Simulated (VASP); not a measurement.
Input of a VASP 6.6.1 run:

INCAR

```
PREC     = Accurate       # precision mode
ENCUT    = 520            # plane-wave cutoff, eV
EDIFF    = 1E-6           # SCF threshold, eV
ISMEAR   = -1             # smearing method
SIGMA    = 0.1            # smearing width, eV
LREAL    = False          # projectors in reciprocal space
LASPH    = True           # aspherical terms in the spheres
NELM     = 80             # most SCF steps
ALGO     = Normal         # electronic algorithm
ISIF     = 2              # what is computed and relaxed
LWAVE    = False          # write WAVECAR
LCHARG   = True           # write CHGCAR
GGA      = PE             # functional
LELF     = True           # ELF
LVHAR    = True         
NBANDS   = 14             # bands
```

Contents of KPOINTS:

```
regular mesh
0
Gamma
  15 15 15
```

The input POSCAR:

```
CoSi
1.0
    2.6701906077      0.0000000000      0.0000000000
    0.0000000000      2.6701906077      0.0000000000
    0.0000000000      0.0000000000      2.6701906077
Co Si
1 1
Direct
    0.0000000000      0.0000000000      0.0000000000
    0.5000000000      0.5000000000      0.5000000000
```

Potentials or basis: VASP PAW PBE potentials, release 64 (Co, Si).

The run is started by

```sh
$ cat potpaw_PBE.64/Co/POTCAR potpaw_PBE.64/Si/POTCAR > POTCAR
$ mpirun -np 1 vasp_std > vasp.out
```

**Question.** Predict the pressure.

**Answer.** 34.0 GPa.

Spin polarisation is off, so any magnetic state and its effect on volume and gap are missing.
